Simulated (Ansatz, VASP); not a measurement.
# One calculation of Ge, two programs

```
Ge
1.0
     5.07530    2.93023    1.75020
    -5.07530    2.93023    1.75020
     0.00000   -5.86045    1.75020
Ge
8
Direct
  0.71604 0.71604 0.71604
  0.28396 0.28396 0.28396
  0.02894 0.72536 0.53229
  0.53229 0.02894 0.72536
  0.72536 0.53229 0.02894
  0.97106 0.27464 0.46771
  0.46771 0.97106 0.27464
  0.27464 0.46771 0.97106
```

Alike in both runs: task single point; functional LDA; k mesh 9 × 9 × 9; occupations gaussian, width 0.15 eV; no spin polarisation.

```csv
,VASP,Ansatz
version,VASP 6.6.1,Ansatz 0.2.0
potentials or method,"VASP PAW LDA potentials, release 64 (Ge_d), cutoff 520 eV","scalar-relativistic, plane waves, PAW"
valence electrons in the cell,112,112
```

|  | VASP | Ansatz | Ansatz less VASP |
| --- | --- | --- | --- |
| gap on the k mesh at the Fermi level (eV) | none | none | - |
| pressure (GPa) | 4.1 | 3.9 | -0.18 |
| traceless stress, the component that is largest in VASP (GPa) | 12.75 | 12.64 | -0.113 |
| rms of the force components (eV/Å) | 0.818 | 0.810 | -0.0089 |

Ansatz warns that its potentials were made for another functional, while VASP's fit it. LDA's correlation is that of Perdew and Zunger in VASP and of Perdew and Wang (1992) in Ansatz. Atom by atom the forces differ by 0.010 eV/Å (rms over components). A gap of «none» marks a metal or a gap that the smearing closes.
